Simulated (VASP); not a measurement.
A run of VASP 6.6.1 is set up as follows.

File INCAR:

```
SYSTEM = Ir
ALGO = Fast ; EDIFF = 1E-6
ENCUT = 520 ; GGA = PE
ISIF = 2 ; ISMEAR = 0
LASPH = .True. ; LCHARG = .False.
LREAL = .False. ; LWAVE = .False.
NBANDS = 10 ; NELM = 60
PREC = Accurate ; SIGMA = 0.01
```

The input KPOINTS:

```
k-points
0
Gamma
  9 9 9
  0 0 0
```

The input POSCAR:

```
Ir
1.0
   -0.0090280000      1.9583660000      1.9389210000
    1.8983890000      0.0228980000      1.9069950000
    1.8996790000      1.9277290000      0.0216080000
Ir
1
Direct
   -0.0023390000     -0.0031610000     -0.0142520000
```

Potentials or basis: VASP PAW PBE potentials, release 64 (Ir).

The run is started by

```sh
$ cat potpaw_PBE.64/Ir/POTCAR > POTCAR
$ mpirun -np 1 vasp_std > vasp.out
```

**Question.** Predict the pressure.

**Answer.** 11.9 GPa.

Stress tensor (GPa, compression positive):
```
14.19  1.27  1.81
 1.27  8.60 -8.81
 1.81 -8.81 12.96
```
